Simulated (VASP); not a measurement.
# Hf2TaN2 (Fmmm) in VASP: single point with PBE

Aim: the single point of Hf2TaN2 with PBE.

The COD entry that gives the cell may itself be a prediction, so a difference from it is no test against experiment.

Program: VASP 6.6.1. These are calculated values, not measurements. Logs are shortened: lines on timing, memory, paths and dates and some standing lists are left out, and cuts for length are marked.

## 1. The cell of the first run

Symmetry: Fmmm, No. 69, orthorhombic system. The conventional cell has a = 4.891 Å, b = 4.916 Å, c = 11.803 Å, α = 90.00°, β = 90.00°, γ = 90.00°. Within 2.8 Å of Hf (site symmetry 222) lie 4 N at 2.15 Å and 4 Hf at 2.45 to 2.46 Å. Within 3.9 Å of Ta (site symmetry mmm) lie 8 N at 2.97 to 2.98 Å and 8 Hf at 3.42 Å and 4 Ta at 3.47 Å. N (site symmetry mm2) has 4 Hf at 2.15 Å within 2.8 Å.

## 2. Single point, PBE

File INCAR:

```
SYSTEM = Hf2TaN2
  ALGO = Normal
  EDIFF = 1E-7
  ENCUT = 520
  GGA = PE
  ISIF = 2
  ISMEAR = 0
  LASPH = .True.
  LCHARG = .False.
  LREAL = .False.
  LWAVE = .False.
  NBANDS = 28
  NELM = 60
  PREC = Accurate
  SIGMA = 0.1
```

File KPOINTS:

```
k-points
0
Gamma
  6 6 6
  0 0 0
```

File POSCAR:

```
Hf2TaN2
1.0
    0.0000000000      2.4578096700      5.9014247700
    2.4456978200      0.0000000000      5.9014247700
    2.4456978200      2.4578096700      0.0000000000
Hf Ta N
2 1 2
Direct
    0.2500000000      0.2500000000      0.2500000000
    0.7500000000      0.7500000000      0.7500000000
    0.5000000000      0.5000000000      0.5000000000
    0.1428000000      0.1428000000      0.8572000000
    0.8572000000      0.8572000000      0.1428000000
```

Potentials or basis: VASP PAW PBE potentials, release 64 (Hf_pv, Ta_pv, N).

On the command line:

```
$ cat potpaw_PBE.64/Hf_pv/POTCAR potpaw_PBE.64/Ta_pv/POTCAR potpaw_PBE.64/N/POTCAR > POTCAR
$ mpirun -np 1 vasp_std > vasp.out
```

OUTCAR:

```text
SYSTEM = Hf2TaN2
   EDIFF = 1E-7
   ENCUT = 520
   GGA = PE
   ISIF = 2
   ISMEAR = 0
   LASPH = .True.
   LREAL = .False.
   NELM = 60
   PREC = Accurate

 ion  position               nearest neighbor table
   1  0.250  0.250  0.250-   4 2.15   5 2.15   4 2.15   5 2.15   2 2.45   2 2.45   2 2.46   2 2.46
                             3 3.42   3 3.42   3 3.42   3 3.42
   2  0.750  0.750  0.750-   5 2.15   5 2.15   4 2.15   4 2.15   1 2.45   1 2.45   1 2.46   1 2.46
                             3 3.42   3 3.42   3 3.42   3 3.42
   3  0.500  0.500  0.500-   1 3.42   1 3.42   1 3.42   1 3.42   2 3.42   2 3.42   2 3.42   2 3.42

   4  0.143  0.143  0.857-   1 2.15   2 2.15   2 2.15   1 2.15
   5  0.857  0.857  0.143-   2 2.15   2 2.15   1 2.15   1 2.15

  LATTYP: Found a face centered orthorhombic cell.
 ALAT       =     4.8913956400
 B/A-ratio  =     1.0049523085
 C/A-ratio  =     2.4129819807

  Lattice vectors:

 A1 = (   0.0000000000,   2.4578096700,   5.9014247700)
 A2 = (   2.4456978200,   0.0000000000,   5.9014247700)
 A3 = (   2.4456978200,   2.4578096700,   0.0000000000)

Analysis of symmetry for initial positions (statically):
=====================================================================
 Subroutine PRICEL returns:
 Original cell was already a primitive cell.

 Routine SETGRP: Setting up the symmetry group for a
 face centered orthorhombic supercell.

 Subroutine GETGRP returns: Found  8 space group operations
 (whereof  8 operations were pure point group operations)
 out of a pool of  8 trial point group operations.

The static configuration has the point symmetry D_2h.

Analysis of symmetry for dynamics (positions and initial velocities):
=====================================================================
 Subroutine PRICEL returns:
 Original cell was already a primitive cell.

 Routine SETGRP: Setting up the symmetry group for a
 face centered orthorhombic supercell.

 Subroutine GETGRP returns: Found  8 space group operations
 (whereof  8 operations were pure point group operations)
 out of a pool of  8 trial point group operations.

The dynamic configuration has the point symmetry D_2h.

 Subroutine INISYM returns: Found  8 space group operations
 (whereof  8 operations are pure point group operations),
 and found     1 'primitive' translations

----------------------------------------------------------------------------------------

                                     Primitive cell

  volume of cell :      70.9476

  direct lattice vectors                    reciprocal lattice vectors
     0.000000000  2.457809670  5.901424770    -0.204440629  0.203433165  0.084725303
     2.445697820  0.000000000  5.901424770     0.204440629 -0.203433165  0.084725303
     2.445697820  2.457809670  0.000000000     0.204440629  0.203433165 -0.084725303

  length of vectors
     6.392780513  6.388133698  3.467313975     0.300598404  0.300598404  0.300598404

  position of ions in fractional coordinates (direct lattice)
     0.250000000  0.250000000  0.250000000
     0.750000000  0.750000000  0.750000000
     0.500000000  0.500000000  0.500000000
     0.142800000  0.142800000  0.857200000
     0.857200000  0.857200000  0.142800000

  ion indices of the primitive-cell ions
   primitive index   ion index
                 1           1
                 2           2
                 3           3
                 4           4
                 5           5

----------------------------------------------------------------------------------------

 KPOINTS: k-points

Automatic generation of k-mesh.
 Grid dimensions read from file:
 generate k-points for:    6    6    6

 Generating k-lattice:

  Cartesian coordinates                     Fractional coordinates (reciprocal lattice)
    -0.034073438  0.033905527  0.014120884     0.166666667  0.000000000 -0.000000000
     0.034073438 -0.033905527  0.014120884     0.000000000  0.166666667  0.000000000
     0.034073438  0.033905527 -0.014120884    -0.000000000  0.000000000  0.166666667

  Length of vectors
     0.050099734  0.050099734  0.050099734

  Shift w.r.t. Gamma in fractional coordinates (k-lattice)
     0.000000000  0.000000000  0.000000000

 Subroutine IBZKPT returns following result:
 ===========================================

 Found     46 irreducible k-points:

 Following reciprocal coordinates:
            Coordinates               Weight
  0.000000  0.000000  0.000000      1.000000
  0.166667  0.000000  0.000000      8.000000
  0.333333 -0.000000 -0.000000      8.000000
  0.500000  0.000000  0.000000      4.000000
  0.166667  0.166667  0.000000      2.000000
  0.333333  0.166667 -0.000000      8.000000
[... 16 lines left out ...]
 -0.166667  0.166667  0.166667      8.000000
  0.500000  0.333333  0.166667      4.000000
 [... further k-points ...]
   k-points           NKPTS =     46   k-points in BZ     NKDIM =     46   number of bands    NBANDS=     28
   number of dos      NEDOS =    301   number of ions     NIONS =      5
   total plane-waves  NPLWV =  64512
   dimension x,y,z NGX =    48 NGY =   48 NGZ =   28
   dimension x,y,z NGXF=    96 NGYF=   96 NGZF=   56
   ions per type =               2   1   2
   NGX,Y,Z   is equivalent  to a cutoff of  12.48, 12.49, 13.43 a.u.
   NGXF,Y,Z  is equivalent  to a cutoff of  24.97, 24.98, 26.85 a.u.
 SYSTEM =  Hf2TaN2
   PREC   = accura    normal or accurate (medium, high low for compatibility)
   ISTART =      0    job   : 0-new  1-cont  2-samecut
   ICHARG =      2    charge: 1-file 2-atom 10-const
   ISPIN  =      1    spin polarized calculation?
   LNONCOLLINEAR =      F non collinear calculations
   LSORBIT =      F    spin-orbit coupling
   LASPH  =      T    aspherical Exc in radial PAW
   ENCUT  =  520.0 eV  38.22 Ry    6.18 a.u.  11.89 11.88  6.45*2*pi/ulx,y,z
   NELM   =     60;   NELMIN=  2; NELMDL= -5     # of ELM steps
   EDIFF  = 0.1E-06   stopping-criterion for ELM
   LREAL  =      F    real-space projection
   EDIFFG = 0.1E-05   stopping-criterion for IOM
   NSW    =      0    number of steps for IOM
   IBRION =     -1    ionic relax: 0-MD 1-quasi-New 2-CG
   NFREE  =      0    steps in history (QN), initial steepest desc. (CG)
   ISIF   =      2    stress and relaxation
   ISYM   =      2    0-nonsym 1-usesym 2-fastsym
   POTIM  = 0.5000    time-step for ionic-motion
   TEBEG  =    0.0;   TEEND  =   0.0 temperature during run
   PSTRESS=    0.0 pullay stress
   NELECT =      41.0000    total number of electrons
   NUPDOWN=      -1.0000    fix difference up-down
   EMIN   =  10.00;   EMAX   =-10.00  energy-range for DOS
   EFERMI =   0.00;   METHOD = LEGACY
   ISMEAR =     0;   SIGMA  =   0.10  broadening in eV -4-tet -1-fermi 0-gaus
   EFERMI_NEDOS =   21; number of points for ismear=-14 and -15
   IALGO  =     38    algorithm
   IMIX   =      4    mixing-type and parameters
     AMIX     =   0.40;   BMIX     =  1.00
     AMIX_MAG =   1.60;   BMIX_MAG =  1.00
  volume/ion in A,a.u.               =      14.19        95.76
  Fermi-wavevector in a.u.,A,eV,Ry     =   1.363610  2.576849 25.299108  1.859432
  Thomas-Fermi vector in A             =   2.489998
   LORBIT       =      0    0 simple, 1 ext, 2 COOP (PROOUT), +10 PAW based schemes
   GGA     = PE    functional components
   LHFCALC =     F    Hartree Fock is set to
   AEXX    =    0.0000 exact exchange contribution
   IVDW    =     0    specifies the selected vdW correction
   LEPSILON=     F    determine dielectric tensor
   LRPA    =     F    only Hartree local field effects (RPA)
 non-spin polarized calculation
 Gauss-broadening in eV      SIGMA  =   0.10
  energy-cutoff  :      520.00
  volume of cell :       70.95
 maximum number of plane-waves:      1946
   NGX = 23   NGY = 23   NGZ = 13

 number of electron      41.0000000 magnetization

 Free energy of the ion-electron system (eV)
  ---------------------------------------------------
  ext. energy  EPLUGINS =         0.00000000
  ---------------------------------------------------
  free energy    TOTEN  =       -43.49877866 eV

  energy without entropy =      -43.49202347  energy(sigma->0) =      -43.49540106

 E-fermi :   6.1505     XC(G=0): -11.9962

 val. band max:        6.1272884527   @ k =  -0.3333   0.3333   0.0000
 cond. band min:       6.1717004241   @ k =   0.5000   0.5000   0.0000
 fundamental gap:      0.0444119714
 Fermi energy:         6.1505343516

 k-point     1 :       0.0000    0.0000    0.0000
  band No.  band energies     occupation
      1     -29.9213      2.00000
      2     -29.8757      2.00000
      3     -29.8730      2.00000
      4     -25.6520      2.00000
      5     -25.5701      2.00000
      6     -24.5723      2.00000
[... 20 lines left out ...]
     27       9.7174      0.00000
     28      11.4009      0.00000

 k-point     2 :       0.1667    0.0000    0.0000
  band No.  band energies     occupation
      1     -29.9181      2.00000
      2     -29.9007      2.00000
      3     -29.8722      2.00000
      4     -25.5143      2.00000
      5     -25.4207      2.00000
      6     -24.4825      2.00000
[... 20 lines left out ...]
     27      10.2718      0.00000
     28      11.4759      0.00000

 k-point     3 :       0.3333   -0.0000   -0.0000
  band No.  band energies     occupation
      1     -29.9528      2.00000
      2     -29.9117      2.00000
      3     -29.8682      2.00000
      4     -25.1322      2.00000
      5     -24.9432      2.00000
      6     -24.2414      2.00000
[... 20 lines left out ...]
     27      10.3905      0.00000
     28      10.7549      0.00000

 k-point     4 :       0.5000    0.0000    0.0000
  band No.  band energies     occupation
      1     -29.9787      2.00000
      2     -29.9085      2.00000
      3     -29.8661      2.00000
      4     -24.4871      2.00000
      5     -24.4863      2.00000
      6     -24.2193      2.00000
[... 20 lines left out ...]
     27       9.1834      0.00000
     28       9.3600      0.00000

 k-point     5 :       0.1667    0.1667    0.0000
  band No.  band energies     occupation
      1     -29.9205      2.00000
      2     -29.8757      2.00000
      3     -29.8730      2.00000
      4     -25.6519      2.00000
      5     -25.5700      2.00000
      6     -24.5748      2.00000
[... 20 lines left out ...]
     27       9.9650      0.00000
     28      10.1348      0.00000

 k-point     6 :       0.3333    0.1667   -0.0000
  band No.  band energies     occupation
      1     -29.9168      2.00000
      2     -29.9007      2.00000
      3     -29.8723      2.00000
      4     -25.5142      2.00000
      5     -25.4205      2.00000
      6     -24.4862      2.00000
[... 463 lines left out ...]
      5     -24.6175      2.00000
      6     -24.2044      2.00000
[... 20 lines left out ...]
     27       9.8211      0.00000
     28      10.5189      0.00000

 k-point    22 :      -0.3333    0.1667    0.1667
  band No.  band energies     occupation
      1     -29.9760      2.00000
      2     -29.9061      2.00000
      3     -29.8917      2.00000
      4     -25.4166      2.00000
      5     -25.3780      2.00000
      6     -23.9240      2.00000
[... 20 lines left out ...]
     27       9.4293      0.00000
     28      10.0283      0.00000

 k-point    23 :      -0.1667    0.1667    0.1667
  band No.  band energies     occupation
      1     -29.9503      2.00000
      2     -29.9094      2.00000
      3     -29.8940      2.00000
      4     -25.7804      2.00000
      5     -24.6266      2.00000
      6     -24.1953      2.00000
[... 20 lines left out ...]
     27       9.8648      0.00000
     28      10.8630      0.00000

 k-point    24 :       0.5000    0.3333    0.1667
  band No.  band energies     occupation
      1     -29.9135      2.00000
      2     -29.9005      2.00000
      3     -29.8964      2.00000
      4     -25.8572      2.00000
      5     -24.8148      2.00000
      6     -24.4112      2.00000
[... 20 lines left out ...]
     27       9.9421      0.00000
     28      10.5950      0.00000

 [... further k-points ...]

------------------------ aborting loop because EDIFF is reached ----------------------------------------

  FORCE on cell =-STRESS in cart. coord.  units (eV):
  Direction    XX          YY          ZZ          XY          YZ          ZX
  --------------------------------------------------------------------------------------
  -------------------------------------------------------------------------------------
  Total       20.4874997     19.7175067     -6.3025572      0.0000000      0.0000000      0.0000000
  in kB      462.6596527    445.2712601   -142.3277098      0.0000000      0.0000000      0.0000000
  external PRESSURE =     255.2010677 kB  Pullay stress =       0.0000000 kB

 VOLUME and BASIS-vectors are now :
 -----------------------------------------------------------------------------
  energy-cutoff  :      520.00
  volume of cell :       70.95
      direct lattice vectors                 reciprocal lattice vectors
     0.000000000  2.457809670  5.901424770    -0.204440629  0.203433165  0.084725303
     2.445697820  0.000000000  5.901424770     0.204440629 -0.203433165  0.084725303
     2.445697820  2.457809670  0.000000000     0.204440629  0.203433165 -0.084725303

 POSITION                                       TOTAL-FORCE (eV/Angst)
 -----------------------------------------------------------------------------------
      1.22285      1.22890      2.95071        -0.000000      0.000000      0.000000
      3.66855      3.68671      8.85214         0.000000     -0.000000      0.000000
      2.44570      2.45781      5.90142         0.000000      0.000000      0.000000
      2.44570      2.45781      1.68545         0.000000      0.000000     -1.718034
      2.44570      2.45781     10.11740         0.000000      0.000000      1.718034
 -----------------------------------------------------------------------------------
    total drift:                               -0.000000     -0.000000      0.000000

  FREE ENERGIE OF THE ION-ELECTRON SYSTEM (eV)
  ---------------------------------------------------
  free  energy   TOTEN  =       -43.4987786557 eV

  energy  without entropy=      -43.4920234722  energy(sigma->0) =      -43.49540106
```

It took 4.4 min on 1 thread of Intel Xeon 8259CL, shared host; peak memory 0.29 GiB.

What came out:

| Item | Value |
| --- | --- |
| Free energy | -43.4988 eV |
| Pressure | 25.5 GPa |
| Largest force | 1.718 eV/Å |

Forces on the atoms (eV/Å):
```
Hf   0.000  0.000  0.000
Hf   0.000  0.000  0.000
Ta   0.000  0.000  0.000
N    0.000  0.000 -1.718
N    0.000  0.000  1.718
```

Levels at points of the mesh, in eV from the Fermi level:
| k point | band 19 | band 20 | band 21 | band 22 | band 23 | band 24 |
| --- | --- | --- | --- | --- | --- | --- |
| (0.00, 0.00, 0.00) | -2.52 | -1.94 | -1.51 | 1.01 | 1.05 | 1.46 |
| (0.50, 0.00, 0.00) | -0.48 | -0.11 | 0.24 | 0.28 | 0.80 | 2.23 |
| (0.50, 0.50, 0.00) | -2.42 | -2.14 | -0.07 | 0.02 | 1.22 | 1.24 |
| (0.50, 0.00, 0.50) | -1.36 | -0.98 | -0.90 | 0.32 | 0.97 | 1.74 |
| (0.00, 0.50, 0.50) | -1.41 | -0.93 | -0.91 | 0.38 | 0.97 | 1.68 |

Caveat: spin-orbit coupling is left out, which moves the levels of the heavy elements; forces of over 1 eV/Å act on the atoms, so gaps and moduli don't describe the material at rest.
